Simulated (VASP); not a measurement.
# RbBr (I4/mmm) in VASP: further runs

The runs below take RbBr through single point, with PBE, r2SCAN.

Program: VASP 6.6.1. These are calculated values, not measurements. Logs are shortened: lines on timing, memory, paths and dates and some standing lists are left out, and cuts for length are marked.

## 1. The cell of the first run

Symmetry: I4/mmm, No. 139, tetragonal system. Conventional cell: a = 5.013 Å, b = 5.013 Å, c = 6.922 Å, α = 90.00°, β = 90.00°, γ = 90.00°. Within 4.5 Å of Rb (site symmetry 4/mmm) lie 6 Br at 3.46 to 3.54 Å. Br (site symmetry 4/mmm) has 6 Rb at 3.46 to 3.54 Å within 4.5 Å.

## 2. Single point, PBE (biaxial xy strain +2.4%)

Input file INCAR:

```
PREC = Accurate
ENCUT = 520
EDIFF = 1E-6
ISMEAR = -1
SIGMA = 0.02
LREAL = F
LASPH = T
NELM = 60
ALGO = Normal
ISIF = 2
LWAVE = F
LCHARG = F
GGA = PE
NBANDS = 15
```

Input file KPOINTS:

```
Automatic mesh
0
Gamma
  6 6 6
```

Input file POSCAR:

```
RbBr
1.0
    0.0000000000      3.5449241817      3.4608261073
    3.5449241817      0.0000000000      3.4608261073
    3.5449241817      3.5449241817      0.0000000000
Rb Br
1 1
Direct
    0.0000000000      0.0000000000      0.0000000000
    0.5000000000      0.5000000000      0.5000000000
```

Potentials or basis: VASP PAW PBE potentials, release 64 (Rb_sv, Br).

On the command line:

```bash
> cat potpaw_PBE.64/Rb_sv/POTCAR potpaw_PBE.64/Br/POTCAR > POTCAR
> mpirun -np 1 vasp_std > vasp.out
```

OUTCAR:

```text
PREC = Accurate
   ENCUT = 520
   EDIFF = 1E-6
   ISMEAR = -1
   LREAL = F
   LASPH = T
   NELM = 60
   ISIF = 2
   GGA = PE

 ion  position               nearest neighbor table
   1  0.000  0.000  0.000-   2 3.46   2 3.46   2 3.54   2 3.54   2 3.54   2 3.54
   2  0.500  0.500  0.500-   1 3.46   1 3.46   1 3.54   1 3.54   1 3.54   1 3.54

  LATTYP: Found a body centered tetragonal cell.
 ALAT       =     5.0132798553
 C/A-ratio  =     1.3806634408

  Lattice vectors:

 A1 = (   0.0000000000,  -3.5449241817,  -3.4608261073)
 A2 = (   0.0000000000,   3.5449241817,  -3.4608261073)
 A3 = (   3.5449241817,   0.0000000000,   3.4608261073)

Analysis of symmetry for initial positions (statically):
=====================================================================
 Subroutine PRICEL returns:
 Original cell was already a primitive cell.

 Routine SETGRP: Setting up the symmetry group for a
 body centered tetragonal supercell.

 Subroutine GETGRP returns: Found 16 space group operations
 (whereof 16 operations were pure point group operations)
 out of a pool of 16 trial point group operations.

The static configuration has the point symmetry D_4h.

Analysis of symmetry for dynamics (positions and initial velocities):
=====================================================================
 Subroutine PRICEL returns:
 Original cell was already a primitive cell.

 Routine SETGRP: Setting up the symmetry group for a
 body centered tetragonal supercell.

 Subroutine GETGRP returns: Found 16 space group operations
 (whereof 16 operations were pure point group operations)
 out of a pool of 16 trial point group operations.

The dynamic configuration has the point symmetry D_4h.

 Subroutine INISYM returns: Found 16 space group operations
 (whereof 16 operations are pure point group operations),
 and found     1 'primitive' translations

----------------------------------------------------------------------------------------

                                     Primitive cell

  volume of cell :      86.9809

  direct lattice vectors                    reciprocal lattice vectors
     0.000000000  3.544924182  3.460826107    -0.141046740  0.141046740  0.144474176
     3.544924182  0.000000000  3.460826107     0.141046740 -0.141046740  0.144474176
     3.544924182  3.544924182  0.000000000     0.141046740  0.141046740 -0.144474176

  length of vectors
     4.954170445  4.954170445  5.013279855     0.246294850  0.246294850  0.246294850

  position of ions in fractional coordinates (direct lattice)
     0.000000000  0.000000000  0.000000000
     0.500000000  0.500000000  0.500000000

  ion indices of the primitive-cell ions
   primitive index   ion index
                 1           1
                 2           2

----------------------------------------------------------------------------------------

 KPOINTS: Automatic mesh

Automatic generation of k-mesh.
 Grid dimensions read from file:
 generate k-points for:    6    6    6

 Generating k-lattice:

  Cartesian coordinates                     Fractional coordinates (reciprocal lattice)
    -0.023507790  0.023507790  0.024079029     0.166666667 -0.000000000  0.000000000
     0.023507790 -0.023507790  0.024079029    -0.000000000  0.166666667  0.000000000
     0.023507790  0.023507790 -0.024079029     0.000000000  0.000000000  0.166666667

  Length of vectors
     0.041049142  0.041049142  0.041049142

  Shift w.r.t. Gamma in fractional coordinates (k-lattice)
     0.000000000  0.000000000  0.000000000

 Subroutine IBZKPT returns following result:
 ===========================================

 Found     30 irreducible k-points:

 Following reciprocal coordinates:
            Coordinates               Weight
  0.000000  0.000000  0.000000      1.000000
  0.166667 -0.000000  0.000000      8.000000
  0.333333  0.000000  0.000000      8.000000
  0.500000 -0.000000  0.000000      4.000000
  0.166667  0.166667  0.000000      2.000000
  0.333333  0.166667  0.000000      8.000000
[... 16 lines left out ...]
  0.333333  0.000000  0.333333      4.000000
  0.500000  0.000000  0.333333     16.000000
 [... further k-points ...]
   k-points           NKPTS =     30   k-points in BZ     NKDIM =     30   number of bands    NBANDS=     15
   number of dos      NEDOS =    301   number of ions     NIONS =      2
   total plane-waves  NPLWV =  64000
   dimension x,y,z NGX =    40 NGY =   40 NGZ =   40
   dimension x,y,z NGXF=    80 NGYF=   80 NGZF=   80
   ions per type =               1   1
   NGX,Y,Z   is equivalent  to a cutoff of  13.42, 13.42, 13.26 a.u.
   NGXF,Y,Z  is equivalent  to a cutoff of  26.85, 26.85, 26.53 a.u.
 SYSTEM =  unknown system
   PREC   = accura    normal or accurate (medium, high low for compatibility)
   ISTART =      0    job   : 0-new  1-cont  2-samecut
   ICHARG =      2    charge: 1-file 2-atom 10-const
   ISPIN  =      1    spin polarized calculation?
   LNONCOLLINEAR =      F non collinear calculations
   LSORBIT =      F    spin-orbit coupling
   LASPH  =      T    aspherical Exc in radial PAW
   ENCUT  =  520.0 eV  38.22 Ry    6.18 a.u.   9.21  9.21  9.32*2*pi/ulx,y,z
   NELM   =     60;   NELMIN=  2; NELMDL= -5     # of ELM steps
   EDIFF  = 0.1E-05   stopping-criterion for ELM
   LREAL  =      F    real-space projection
   EDIFFG = 0.1E-04   stopping-criterion for IOM
   NSW    =      0    number of steps for IOM
   IBRION =     -1    ionic relax: 0-MD 1-quasi-New 2-CG
   NFREE  =      0    steps in history (QN), initial steepest desc. (CG)
   ISIF   =      2    stress and relaxation
   ISYM   =      2    0-nonsym 1-usesym 2-fastsym
   POTIM  = 0.5000    time-step for ionic-motion
   TEBEG  =    0.0;   TEEND  =   0.0 temperature during run
   PSTRESS=    0.0 pullay stress
   NELECT =      16.0000    total number of electrons
   NUPDOWN=      -1.0000    fix difference up-down
   EMIN   =  10.00;   EMAX   =-10.00  energy-range for DOS
   EFERMI =   0.00;   METHOD = LEGACY
   ISMEAR =    -1;   SIGMA  =   0.02  broadening in eV -4-tet -1-fermi 0-gaus
   EFERMI_NEDOS =   21; number of points for ismear=-14 and -15
   IALGO  =     38    algorithm
   IMIX   =      4    mixing-type and parameters
     AMIX     =   0.40;   BMIX     =  1.00
     AMIX_MAG =   1.60;   BMIX_MAG =  1.00
  volume/ion in A,a.u.               =      43.49       293.49
  Fermi-wavevector in a.u.,A,eV,Ry     =   0.931051  1.759432 11.794298  0.866856
  Thomas-Fermi vector in A             =   2.057504
   LORBIT       =      0    0 simple, 1 ext, 2 COOP (PROOUT), +10 PAW based schemes
   GGA     = PE    functional components
   LHFCALC =     F    Hartree Fock is set to
   AEXX    =    0.0000 exact exchange contribution
   IVDW    =     0    specifies the selected vdW correction
   LEPSILON=     F    determine dielectric tensor
   LRPA    =     F    only Hartree local field effects (RPA)
 non-spin polarized calculation
  energy-cutoff  :      520.00
  volume of cell :       86.98
 maximum number of plane-waves:      2365
 NGX is ok and might be reduce to    40
   NGX = 19   NGY = 19   NGZ = 19

 number of electron      16.0000000 magnetization

 Free energy of the ion-electron system (eV)
  ---------------------------------------------------
  ext. energy  EPLUGINS =         0.00000000
  ---------------------------------------------------
  free energy    TOTEN  =        -6.11312073 eV

  energy without entropy =       -6.11312073  energy(sigma->0) =       -6.11312073

 E-fermi :  -1.5848     XC(G=0):  -6.9313

 val. band max:       -2.0158729571   @ k =   0.0000   0.0000   0.0000
 cond. band min:       2.1439100857   @ k =   0.0000   0.0000   0.0000
 fundamental gap:      4.1597830428
 Fermi energy:        -1.5847980575

 k-point     1 :       0.0000    0.0000    0.0000
  band No.  band energies     occupation
      1     -26.6111      2.00000
      2     -14.1382      2.00000
      3     -10.6821      2.00000
      4     -10.6821      2.00000
      5     -10.6819      2.00000
      6      -2.0340      2.00000
      7      -2.0340      2.00000
      8      -2.0159      2.00000
      9       2.1439      0.00000
     10       5.1767      0.00000
     11       5.1767      0.00000
     12       5.3100      0.00000
     13       5.9968      0.00000
     14       6.1186      0.00000
     15       8.7765      0.00000

 k-point     2 :       0.1667   -0.0000    0.0000
  band No.  band energies     occupation
      1     -26.6095      2.00000
      2     -14.1452      2.00000
      3     -10.6847      2.00000
      4     -10.6833      2.00000
      5     -10.6736      2.00000
      6      -2.2919      2.00000
      7      -2.1092      2.00000
      8      -2.1019      2.00000
      9       2.7326      0.00000
     10       5.0746      0.00000
     11       5.4855      0.00000
     12       5.5670      0.00000
     13       6.3480      0.00000
     14       6.4850      0.00000
     15       9.7022      0.00000

 k-point     3 :       0.3333    0.0000    0.0000
  band No.  band energies     occupation
      1     -26.6065      2.00000
      2     -14.1592      2.00000
      3     -10.6901      2.00000
      4     -10.6859      2.00000
      5     -10.6569      2.00000
      6      -2.7148      2.00000
      7      -2.2523      2.00000
      8      -2.2512      2.00000
      9       3.9448      0.00000
     10       5.1326      0.00000
     11       6.3392      0.00000
     12       6.3946      0.00000
     13       7.2289      0.00000
     14       7.4040      0.00000
     15       9.0815      0.00000
[... 343 lines left out ...]
 k-point    23 :       0.3333    0.0000    0.3333
  band No.  band energies     occupation
      1     -26.6053      2.00000
      2     -14.1195      2.00000
      3     -10.7379      2.00000
      4     -10.7232      2.00000
      5     -10.7169      2.00000
      6      -2.5747      2.00000
      7      -2.1515      2.00000
      8      -2.1405      2.00000
      9       3.9247      0.00000
     10       4.0424      0.00000
     11       6.7306      0.00000
     12       7.2061      0.00000
     13       7.3934      0.00000
     14       7.4575      0.00000
     15       8.2198      0.00000

 k-point    24 :       0.5000    0.0000    0.3333
  band No.  band energies     occupation
      1     -26.6038      2.00000
      2     -14.1129      2.00000
      3     -10.7818      2.00000
      4     -10.7213      2.00000
      5     -10.7146      2.00000
      6      -2.5222      2.00000
      7      -2.2952      2.00000
      8      -2.2108      2.00000
      9       4.0341      0.00000
     10       4.9379      0.00000
     11       6.5132      0.00000
     12       7.0823      0.00000
     13       7.2346      0.00000
     14       8.0820      0.00000
     15       8.5158      0.00000

 [... further k-points ...]
[... 5 lines left out ...]
  --------------------------------------------------------------------------------------
  -------------------------------------------------------------------------------------
  Total       -0.1229956     -0.1229956      0.1808864      0.0000000     -0.0000000      0.0000000
  in kB       -2.2655653     -2.2655653      3.3319072      0.0000000     -0.0000000      0.0000000
  external PRESSURE =      -0.3997411 kB  Pullay stress =       0.0000000 kB

 VOLUME and BASIS-vectors are now :
 -----------------------------------------------------------------------------
  energy-cutoff  :      520.00
  volume of cell :       86.98
      direct lattice vectors                 reciprocal lattice vectors
     0.000000000  3.544924182  3.460826107    -0.141046740  0.141046740  0.144474176
     3.544924182  0.000000000  3.460826107     0.141046740 -0.141046740  0.144474176
     3.544924182  3.544924182  0.000000000     0.141046740  0.141046740 -0.144474176

 POSITION                                       TOTAL-FORCE (eV/Angst)
 -----------------------------------------------------------------------------------
      0.00000      0.00000      0.00000        -0.000000      0.000000     -0.000000
      3.54492      3.54492      3.46083         0.000000     -0.000000      0.000000
 -----------------------------------------------------------------------------------
    total drift:                                0.000000     -0.000000      0.000000

  FREE ENERGIE OF THE ION-ELECTRON SYSTEM (eV)
  ---------------------------------------------------
  free  energy   TOTEN  =        -6.1131207314 eV

  energy  without entropy=       -6.1131207314  energy(sigma->0) =       -6.11312073
```

Run time: 26 s. Hardware: 1 thread of Intel Xeon 6975P-C (Granite Rapids), shared host; peak memory 0.24 GiB.

What came out:

```
Free energy            : -6.1131 eV
Pressure               : 0.0 GPa
Band gap on the k mesh : 4.16 eV
```

Stress tensor (GPa, compression positive):
```
-0.23  0.00  0.00
 0.00 -0.23  0.00
 0.00  0.00  0.33
```

Levels at points of the mesh, in eV from the valence-band top:
```tsv
k point	band 6	band 7	band 8	band 9	band 10	band 11
(0.00, 0.00, 0.00)	-0.02	-0.02	0.00	4.16	7.19	7.19
(0.50, 0.00, 0.00)	-0.88	-0.31	-0.30	6.60	7.42	9.22
(0.50, 0.50, 0.00)	-0.44	-0.18	-0.18	5.64	6.85	8.86
(0.50, 0.00, 0.50)	-0.47	-0.16	-0.15	5.67	6.81	8.76
```

Caveat: the cell differs from its parent crystal (biaxial xy strain +2.4%).

## 3. Single point, r2SCAN (biaxial xy strain +2.4%)

POSCAR is that of step 2.

Input file INCAR.step1:

```
PREC = Accurate ; ENCUT = 520
ISMEAR = 0 ; SIGMA = 0.01
LREAL = F ; LASPH = T
NELM = 80 ; NBANDS = 15
GGA = PE ; ALGO = Normal
EDIFF = 1E-4 ; LWAVE = T
LCHARG = F
```

Input file INCAR.step2:

```
PREC = Accurate ; ENCUT = 520
EDIFF = 1E-7 ; ISMEAR = 0
SIGMA = 0.01 ; LREAL = F
LASPH = T ; NELM = 80
ALGO = Normal ; ISIF = 2
LWAVE = F ; LCHARG = F
METAGGA = R2SCAN ; LMIXTAU = T
NBANDS = 15 ; ISTART = 1
```

Input file KPOINTS:

```
regular mesh
0
Gamma
  6 6 6
```

Potentials or basis: VASP PAW PBE potentials, release 64 (Rb_sv, Br).

On the command line:

```bash
> cat potpaw_PBE.64/Rb_sv/POTCAR potpaw_PBE.64/Br/POTCAR > POTCAR
> cp INCAR.step1 INCAR
> mpirun -np 1 vasp_std > vasp.out
> cp INCAR.step2 INCAR
> mpirun -np 1 vasp_std > vasp.out
```

OUTCAR:

```text
PREC = Accurate
   ENCUT = 520
   EDIFF = 1E-7
   ISMEAR = 0
   LREAL = F
   LASPH = T
   NELM = 80
   ISIF = 2
   METAGGA = R2SCAN
   ISTART = 1

 ion  position               nearest neighbor table
   1  0.000  0.000  0.000-   2 3.46   2 3.46   2 3.54   2 3.54   2 3.54   2 3.54
   2  0.500  0.500  0.500-   1 3.46   1 3.46   1 3.54   1 3.54   1 3.54   1 3.54

  LATTYP: Found a body centered tetragonal cell.
 ALAT       =     5.0132798553
 C/A-ratio  =     1.3806634408

  Lattice vectors:

 A1 = (   0.0000000000,  -3.5449241817,  -3.4608261073)
 A2 = (   0.0000000000,   3.5449241817,  -3.4608261073)
 A3 = (   3.5449241817,   0.0000000000,   3.4608261073)

Analysis of symmetry for initial positions (statically):
=====================================================================
 Subroutine PRICEL returns:
 Original cell was already a primitive cell.

 Routine SETGRP: Setting up the symmetry group for a
 body centered tetragonal supercell.

 Subroutine GETGRP returns: Found 16 space group operations
 (whereof 16 operations were pure point group operations)
 out of a pool of 16 trial point group operations.

[... 169 lines left out ...]

 k-point     1 :       0.0000    0.0000    0.0000
  band No.  band energies     occupation
      1     -27.7574      2.00000
      2     -14.9721      2.00000
      3     -11.2818      2.00000
      4     -11.2818      2.00000
      5     -11.2792      2.00000
      6      -2.4377      2.00000
      7      -2.4377      2.00000
      8      -2.4173      2.00000
      9       2.3414      0.00000
     10       5.3828      0.00000
     11       5.3828      0.00000
     12       5.5187      0.00000
     13       6.3751      0.00000
     14       6.5095      0.00000
[... 401 lines left out ...]
      2     -14.9454      2.00000
      3     -11.3801      2.00000
      4     -11.3191      2.00000
      5     -11.3118      2.00000
      6      -2.9254      2.00000
      7      -2.6951      2.00000
      8      -2.6123      2.00000
      9       4.1052      0.00000
     10       5.2536      0.00000
     11       6.7416      0.00000
     12       7.5296      0.00000
     13       7.6850      0.00000
     14       8.4480      0.00000
     15       8.9013      0.00000

 [... further k-points ...]
[... 5 lines left out ...]
  --------------------------------------------------------------------------------------
  -------------------------------------------------------------------------------------
  Total       -0.4009666     -0.4009666     -0.0744356      0.0000000      0.0000000      0.0000000
  in kB       -7.3857581     -7.3857581     -1.3710952      0.0000000      0.0000000      0.0000000
  external PRESSURE =      -5.3808705 kB  Pullay stress =       0.0000000 kB

 VOLUME and BASIS-vectors are now :
 -----------------------------------------------------------------------------
  energy-cutoff  :      520.00
  volume of cell :       86.98
      direct lattice vectors                 reciprocal lattice vectors
     0.000000000  3.544924182  3.460826107    -0.141046740  0.141046740  0.144474176
     3.544924182  0.000000000  3.460826107     0.141046740 -0.141046740  0.144474176
     3.544924182  3.544924182  0.000000000     0.141046740  0.141046740 -0.144474176

 POSITION                                       TOTAL-FORCE (eV/Angst)
 -----------------------------------------------------------------------------------
      0.00000      0.00000      0.00000         0.000000     -0.000000     -0.000000
      3.54492      3.54492      3.46083        -0.000000      0.000000      0.000000
 -----------------------------------------------------------------------------------
    total drift:                                0.000000     -0.000000      0.000000

  FREE ENERGIE OF THE ION-ELECTRON SYSTEM (eV)
  ---------------------------------------------------
  free  energy   TOTEN  =       -31.1461959206 eV

  energy  without entropy=      -31.1461959206  energy(sigma->0) =      -31.14619592
```

Run time: 83 s. Hardware: 1 thread of Intel Xeon 6975P-C (Granite Rapids), shared host; peak memory 0.27 GiB.

Results:

* Free energy: -31.1462 eV
* Pressure: -0.5 GPa
* Band gap on the k mesh: 4.76 eV

Levels at points of the mesh, in eV from the valence-band top:
```csv
k point,band 5,band 6,band 7,band 8,band 9,band 10,band 11,band 12
"(0.00, 0.00, 0.00)",-8.86,-0.02,-0.02,0.00,4.76,7.80,7.80,7.94
"(0.50, 0.00, 0.00)",-8.82,-0.86,-0.30,-0.30,7.08,7.99,9.96,9.99
"(0.50, 0.50, 0.00)",-8.92,-0.44,-0.18,-0.18,6.10,7.66,9.37,9.92
"(0.50, 0.00, 0.50)",-8.91,-0.48,-0.16,-0.15,6.13,7.63,9.27,9.88
```

Caveat: the cell differs from its parent crystal (biaxial xy strain +2.4%); the PAW data sets were made with another functional, which shifts forces and pressure a little.
